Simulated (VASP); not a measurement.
PbI2:

```xyz
3
Lattice="4.5937 0.0000 0.0000 -2.2969 3.9783 0.0000 0.0000 0.0000 7.4984" Properties=species:S:1:pos:R:3 pbc="T T T"
Pb    0.0000    0.0000    0.0000
I     0.0000    2.6522    1.8547
I     2.2969    1.3261    5.6437
```

```yaml
Program: VASP 6.6.1
Task: relaxation of shape and atoms at fixed volume
Functional: PBE
Potentials_or_basis: VASP PAW PBE potentials, release 64 (Pb_d, I)
Cutoff: 500 eV
k_mesh: 6 × 6 × 4
Occupations: gaussian, width 0.02 eV
Spin: no spin polarisation
```

At the start: pressure 0.9 GPa; volume 45.68 Å³/atom.

Q: Where does the relaxation end?

A: Over 7 steps the energy falls by 3.1 meV/atom; space group P-3m1 (No. 164, to 0.1 Å) before and after.

Step by step:
```
step  energy change (eV)  largest force (eV/Å)  pressure (GPa)  volume (Å³)
   1              0.0000                0.1537            0.93       137.03
   2             -0.0022                0.1290            0.84       137.03
   3             -0.0068                0.0545            0.57       137.03
   4             -0.0065                0.0881            0.08       137.03
   5             -0.0082                0.0154            0.33       137.03
   6             -0.0088                0.0098            0.32       137.03
   7             -0.0092                0.0008            0.30       137.03
```

Final structure:
```cif
data_structure
_symmetry_space_group_name_H-M 'P 1'
_symmetry_Int_Tables_number 1
_cell_length_a 4.6431
_cell_length_b 4.6431
_cell_length_c 7.3397
_cell_angle_alpha 90.000
_cell_angle_beta 90.000
_cell_angle_gamma 120.000
_cell_volume 137.03
loop_
_atom_site_label
_atom_site_type_symbol
_atom_site_fract_x
_atom_site_fract_y
_atom_site_fract_z
_atom_site_occupancy
Pb1 Pb 0.00000 0.00000 0.00000 1
I1 I 0.33333 0.66667 0.25439 1
I2 I 0.66667 0.33333 0.74561 1
```

Caveat: this functional lacks dispersion, which binds layers or chains, so the pressure and a relaxed spacing across them are unreliable.
